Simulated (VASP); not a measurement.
## TiAl: relaxation of cell and atoms with PBE

TiAl:

```xyz
2
Lattice="3.1801 0.0000 0.0000 0.0000 3.1801 0.0000 0.0000 0.0000 3.1801" Properties=species:S:1:pos:R:3 pbc="T T T"
Al    0.0000    0.0000    0.0000
Ti    1.5901    1.5901    1.5901
```

```
Program                : VASP 6.6.1
Task                   : relaxation of cell and atoms
Functional             : PBE
Potentials or basis    : VASP PAW PBE potentials, release 64 (Al, Ti_sv)
Cutoff                 : 600 eV
k mesh                 : 14 × 14 × 14
Occupations            : gaussian, width 0.1 eV
Spin                   : no spin polarisation
Dipole correction      : no
Further INCAR settings : ALGO = Normal; EDIFF = 1e-06; IBRION = 2; EDIFFG = -0.005; NSW = 100; ISIF = 3
```

* Relaxed volume: 16.17 Å³/atom
* Relaxed cell: a = 3.186 Å, b = 3.186 Å, c = 3.186 Å, α = 90.00°, β = 90.00°, γ = 90.00°
* Space group after relaxing (to 0.05 Å): Pm-3m (No. 221)
* Energy gained by relaxing: 0.2 meV/atom
* Ionic steps: 3
* Pressure after relaxing: 0.0 GPa

The path:
| step | energy change (eV) | largest force (eV/Å) | pressure (GPa) | volume (Å³) |
| --- | --- | --- | --- | --- |
| 1 | 0.0000 | 0.0000 | 0.59 | 32.16 |
| 2 | -0.0002 | 0.0000 | -0.31 | 32.44 |
| 3 | -0.0003 | 0.0000 | -0.01 | 32.34 |

Final structure:
```cif
data_structure
_symmetry_space_group_name_H-M 'P 1'
_symmetry_Int_Tables_number 1
_cell_length_a 3.1860
_cell_length_b 3.1860
_cell_length_c 3.1860
_cell_angle_alpha 90.000
_cell_angle_beta 90.000
_cell_angle_gamma 90.000
_cell_volume 32.34
loop_
_atom_site_label
_atom_site_type_symbol
_atom_site_fract_x
_atom_site_fract_y
_atom_site_fract_z
_atom_site_occupancy
Al1 Al 0.00000 0.00000 0.00000 1
Ti1 Ti 0.50000 0.50000 0.50000 1
```

Levels at points of the mesh, in eV from the Fermi level:
| k point | band 5 | band 6 | band 7 | band 8 | band 9 | band 10 |
| --- | --- | --- | --- | --- | --- | --- |
| (0.00, 0.00, 0.00) | -9.26 | -1.43 | -1.43 | 1.78 | 1.78 | 1.78 |
| (0.50, 0.00, 0.00) | -6.04 | -5.18 | -0.55 | 0.14 | 0.14 | 1.98 |
| (0.50, 0.50, 0.00) | -5.01 | -2.12 | -2.12 | -1.47 | 0.70 | 0.70 |
| (0.50, 0.50, 0.50) | -3.08 | -3.08 | -3.08 | 0.58 | 2.75 | 2.75 |

Wall time 44 s on 1 thread of Intel(R) Xeon(R) 6975P-C (Granite Rapids), with other jobs on the host, peak memory 0.2 GiB.

PBE usually gives volumes a little too large and moduli too small. Zero-point motion and thermal expansion aren't in these numbers.
